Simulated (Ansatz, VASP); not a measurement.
## Two plane-wave programs on Ge

```
Ge
1.0
     0.01800    2.89156    2.87355
     2.89156    0.01800    2.87355
     2.90956    2.90956    0.00000
Ge
2
Cartesian
  0.0000 0.0000 0.0048
  1.4548 1.4548 1.4320
```

Change from the starting cell: strained cell.

Alike in both runs: functional PBE; k mesh 10 × 10 × 10; occupations gaussian, width 0.1 eV; no spin polarisation.

Ansatz relaxed the structure, and its values are those at the end. VASP's run is a single point on that final structure, the one shown.

|  | VASP | Ansatz |
| --- | --- | --- |
| version | VASP 6.6.1 | Ansatz 0.2.0 |
| potentials or method | VASP PAW PBE potentials, release 64 (Ge_d), cutoff 500 eV | scalar-relativistic, plane waves, PAW |
| valence electrons in the cell | 28 | 28 |

```csv
,VASP,Ansatz,Ansatz less VASP
gap on the k mesh at the Fermi level (eV),none,none,-
pressure (GPa),-0.4,-0.3,+0.10
```

A gap of «none» marks a metal or a gap that the smearing closes. Ansatz's warnings: stress scf threshold loose.
